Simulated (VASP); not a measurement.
# Rh (P6_3/mmc) in VASP: notebook, part 2 of 2

VASP 6.6.1. Earlier steps stand in the parts before.

### 5 Relaxation of cell and atoms, PBEsol, target pressure 20 GPa, at which the enthalpy is minimised

File INCAR:

```
PREC = Accurate
ENCUT = 600
EDIFF = 1E-6
ISMEAR = -1
SIGMA = 0.05
LREAL = F
LASPH = T
NELM = 100
ALGO = Normal
ISIF = 3
LWAVE = F
LCHARG = F
GGA = PS
IBRION = 2
NSW = 60
EDIFFG = -0.01
PSTRESS = 200.0
```

File KPOINTS:

```
Automatic mesh
0
Gamma
  11 11 3
```

File POSCAR:

```
Rh
1.0
    2.6917446234      0.0000000000      0.0000000000
   -1.3458723117      2.3311192244      0.0000000000
    0.0000000000      0.0000000000      8.7980701300
Rh
4
Direct
    0.6666666667      0.3333333333      0.7500000000
    0.0000000000      0.0000000000      0.5000000000
    0.3333333333      0.6666666667      0.2500000000
    0.0000000000      0.0000000000      0.0000000000
```

Launch:

```console
$ cat potpaw_PBE.64/Rh_pv/POTCAR > POTCAR
$ mpirun -np 1 vasp_std > vasp.out
```

Run time: 12 min. Hardware: 1 thread of AMD EPYC 7R13, shared host; peak memory 0.21 GiB.

The run converged. Its results:

```yaml
Free_energy: -32.3117 eV
Relaxed_volume: 12.76 Å³/atom
Relaxed_cell: a = 2.626 Å, b = 2.626 Å, c = 8.546 Å, α = 90.00°, β = 90.00°, γ = 120.00°
Space_group_after_relaxing_to_0.1_Å: P6_3/mmc (No. 194)
Energy_change_on_relaxing_the_run_minimises_the_enthalpy: +39.7 meV/atom
Ionic_steps: 10
Pressure_after_relaxing: 20.0 GPa
Band_gap_on_the_k_mesh: zero (bands 30 and 31 overlap by 1.86 eV)
```

The path:
```
step  energy change (eV)  largest force (eV/Å)  pressure (GPa)  volume (Å³)
   1              0.0000                0.0000           -5.78        55.21
   2              7.0476                0.0000          209.36        39.30
   3              0.1098                0.0000           16.75        51.45
   4              0.1424                0.0000           18.94        51.16
   5              0.1596                0.0000           19.98        51.02
   6              0.1699                0.0000           20.62        50.94
   7              0.1319                0.0000           18.30        51.25
   8              0.1554                0.0000           19.77        51.05
   9              0.1619                0.0000           20.19        51.00
  10              0.1586                0.0000           20.01        51.03
```

Final structure:
```
Rh
1.0
     2.62571    0.00000    0.00000
    -1.31285    2.27393    0.00000
     0.00000    0.00000    8.54609
Rh
4
Direct
  0.66667 0.33333 0.75000
  0.00000 0.00000 0.50000
  0.33333 0.66667 0.25000
  0.00000 0.00000 0.00000
```

Levels at points of the mesh, in eV from the Fermi level:
| k point | band 28 | band 29 | band 30 | band 31 | band 32 | band 33 |
| --- | --- | --- | --- | --- | --- | --- |
| (0.00, 0.00, 0.00) | -1.64 | -1.64 | -0.98 | -0.98 | -0.38 | -0.38 |

Caveat: the cell is relaxed towards a set pressure, so the run minimises the enthalpy, not the energy; the PAW data sets were made with another functional, which shifts forces and pressure a little.

### 6 Single point, PBE

This run uses another cell than the first one, of 12.97 Å³/atom.

File INCAR:

```
PREC = Accurate ; ENCUT = 520
EDIFF = 1E-7 ; ISMEAR = -1
SIGMA = 0.05 ; LREAL = F
LASPH = T ; NELM = 100
ALGO = Normal ; ISIF = 2
LWAVE = F ; LCHARG = F
GGA = PE ; NBANDS = 38
```

KPOINTS is that of step 5.

File POSCAR:

```
Rh
1.0
    2.6367956413      0.0000000000      0.0000000000
   -1.3183978206      2.2835320100      0.0000000000
    0.0000000000      0.0000000000      8.6184672829
Rh
4
Direct
    0.6666666667      0.3333333333      0.7500000000
    0.0000000000      0.0000000000      0.5000000000
    0.3333333333      0.6666666667      0.2500000000
    0.0000000000      0.0000000000      0.0000000000
```

Potentials or basis: VASP PAW PBE potentials, release 64 (Rh_pv).

Launch:

```console
$ cat potpaw_PBE.64/Rh_pv/POTCAR > POTCAR
$ mpirun -np 1 vasp_std > vasp.out
```

OUTCAR:

```text
PREC = Accurate
   ENCUT = 520
   EDIFF = 1E-7
   ISMEAR = -1
   LREAL = F
   LASPH = T
   NELM = 100
   ISIF = 2
   GGA = PE

 ion  position               nearest neighbor table
   1  0.667  0.333  0.750-   2 2.64   4 2.64   2 2.64   4 2.64   2 2.64   4 2.64
   2  0.000  0.000  0.500-   1 2.64   3 2.64   1 2.64   3 2.64   1 2.64   3 2.64
   3  0.333  0.667  0.250-   2 2.64   4 2.64   2 2.64   4 2.64   2 2.64   4 2.64
   4  0.000  0.000  0.000-   1 2.64   3 2.64   1 2.64   3 2.64   1 2.64   3 2.64

  LATTYP: Found a hexagonal cell.
 ALAT       =     2.6367956413
 C/A-ratio  =     3.2685382014

  Lattice vectors:

 A1 = (   2.6367956413,   0.0000000000,   0.0000000000)
 A2 = (  -1.3183978206,   2.2835320100,   0.0000000000)
 A3 = (   0.0000000000,   0.0000000000,   8.6184672829)

Analysis of symmetry for initial positions (statically):
=====================================================================
 Subroutine PRICEL returns:
 Original cell was already a primitive cell.

 Routine SETGRP: Setting up the symmetry group for a
 hexagonal supercell.

 Subroutine GETGRP returns: Found 24 space group operations
 (whereof 12 operations were pure point group operations)
 out of a pool of 24 trial point group operations.

The static configuration has the point symmetry D_3d.
 The point group associated with its full space group is D_6h.

Analysis of symmetry for dynamics (positions and initial velocities):
=====================================================================
 Subroutine PRICEL returns:
 Original cell was already a primitive cell.

 Routine SETGRP: Setting up the symmetry group for a
 hexagonal supercell.

 Subroutine GETGRP returns: Found 24 space group operations
 (whereof 12 operations were pure point group operations)
 out of a pool of 24 trial point group operations.

[... 121 lines left out ...]
   EFERMI_NEDOS =   21; number of points for ismear=-14 and -15
   IALGO  =     38    algorithm
   IMIX   =      4    mixing-type and parameters
     AMIX     =   0.40;   BMIX     =  1.00
     AMIX_MAG =   1.60;   BMIX_MAG =  1.00
  volume/ion in A,a.u.               =      12.97        87.55
  Fermi-wavevector in a.u.,A,eV,Ry     =   1.718254  3.247029 40.169800  2.952397
  Thomas-Fermi vector in A             =   2.795102
   LORBIT       =      0    0 simple, 1 ext, 2 COOP (PROOUT), +10 PAW based schemes
   GGA     = PE    functional components
   LHFCALC =     F    Hartree Fock is set to
   AEXX    =    0.0000 exact exchange contribution
   IVDW    =     0    specifies the selected vdW correction
   LEPSILON=     F    determine dielectric tensor
   LRPA    =     F    only Hartree local field effects (RPA)
 non-spin polarized calculation
  energy-cutoff  :      520.00
  volume of cell :       51.89
 maximum number of plane-waves:      1419
 NGX is ok and might be reduce to    20
   NGX =  9   NGY =  9   NGZ = 33

 number of electron      60.0000011 magnetization

 Free energy of the ion-electron system (eV)
  ---------------------------------------------------
  ext. energy  EPLUGINS =         0.00000000
  ---------------------------------------------------
  free energy    TOTEN  =       -28.64800600 eV

  energy without entropy =      -28.60047787  energy(sigma->0) =      -28.62424194

 E-fermi :  13.0225     XC(G=0): -14.4089

 val. band max:       13.0113550986   @ k =   0.2727   0.0909   0.0000
 cond. band min:      13.0249782679   @ k =   0.3636   0.2727   0.3333
 fundamental gap:      0.0136231693
 Fermi energy:        13.0224636653

 k-point     1 :       0.0000    0.0000    0.0000
  band No.  band energies     occupation
      1     -34.3687      2.00000
      2     -33.9335      2.00000
      3     -33.9308      2.00000
      4     -33.5855      2.00000
      5     -33.5855      2.00000
      6     -33.5302      2.00000
[... 973 lines left out ...]
     37      23.8751      0.00000
     38      26.7613      0.00000

 [... further k-points ...]

------------------------ aborting loop because EDIFF is reached ----------------------------------------

  FORCE on cell =-STRESS in cart. coord.  units (eV):
  Direction    XX          YY          ZZ          XY          YZ          ZX
  --------------------------------------------------------------------------------------
  -------------------------------------------------------------------------------------
  Total        8.5342544      8.5342544      7.9481278      0.0000000      0.0000000      0.0000000
  in kB      263.4890385    263.4890385    245.3927974      0.0000000      0.0000000      0.0000000
  external PRESSURE =     257.4569581 kB  Pullay stress =       0.0000000 kB

 VOLUME and BASIS-vectors are now :
 -----------------------------------------------------------------------------
  energy-cutoff  :      520.00
  volume of cell :       51.89
      direct lattice vectors                 reciprocal lattice vectors
     2.636795641  0.000000000  0.000000000     0.379248200  0.218959050  0.000000000
    -1.318397821  2.283532010  0.000000000     0.000000000  0.437918100  0.000000000
     0.000000000  0.000000000  8.618467283     0.000000000  0.000000000  0.116029912

 POSITION                                       TOTAL-FORCE (eV/Angst)
 -----------------------------------------------------------------------------------
      1.31840      0.76118      6.46385        -0.000000      0.000000     -0.000000
      0.00000      0.00000      4.30923         0.000000      0.000000      0.000000
     -0.00000      1.52235      2.15462         0.000000      0.000000      0.000000
      0.00000      0.00000      0.00000         0.000000      0.000000      0.000000
 -----------------------------------------------------------------------------------
    total drift:                                0.000000     -0.000000      0.000000

  FREE ENERGIE OF THE ION-ELECTRON SYSTEM (eV)
  ---------------------------------------------------
  free  energy   TOTEN  =       -28.6480060023 eV

  energy  without entropy=      -28.6004778739  energy(sigma->0) =      -28.62424194
```

It took 54 s on 1 thread of AMD EPYC 7R43 (Zen 3), shared host; peak memory 0.14 GiB.

Results:

| Quantity | Value |
| --- | --- |
| Free energy | -28.6480 eV |
| Pressure | 25.7 GPa |
| Band gap on the k mesh | zero (bands 30 and 31 overlap by 1.81 eV) |

Caveat: the cell stands under pressure.

### 7 Summary

```tsv
task	level	cell	cutoff (eV)	gap on the mesh (eV)	pressure (GPa)
relaxation of cell and atoms	PBEsol	relaxed to 2 GPa from a = 2.692, b = 2.692, c = 8.798 Å, angles 90.0, 90.0, 120.0°, 4 atoms	600	none	2.0
relaxation of cell and atoms	PBEsol	relaxed to 5 GPa from a = 2.692, b = 2.692, c = 8.798 Å, angles 90.0, 90.0, 120.0°, 4 atoms	600	none	5.0
relaxation of cell and atoms	PBEsol	relaxed to 10 GPa from a = 2.692, b = 2.692, c = 8.798 Å, angles 90.0, 90.0, 120.0°, 4 atoms	600	none	10.0
relaxation of cell and atoms	PBEsol	relaxed to 20 GPa from a = 2.692, b = 2.692, c = 8.798 Å, angles 90.0, 90.0, 120.0°, 4 atoms	600	none	20.0
single point	PBE	a = 2.637, b = 2.637, c = 8.618 Å, angles 90.0, 90.0, 120.0°, 4 atoms	520	none	25.7
```

Alike in all rows: potentials or basis VASP PAW PBE potentials, release 64 (Rh_pv); no spin polarisation; k mesh 11 × 11 × 3; smearing fermi-dirac 0.05 eV.

Caveats: the cell is relaxed towards a set pressure, so the run minimises the enthalpy, not the energy (at least some runs); the PAW data sets were made with another functional, which shifts forces and pressure a little (at least some runs); the cell stands under pressure (at least some runs).

Total energies depend on the potentials used, so only differences within one code and one set of settings carry meaning.
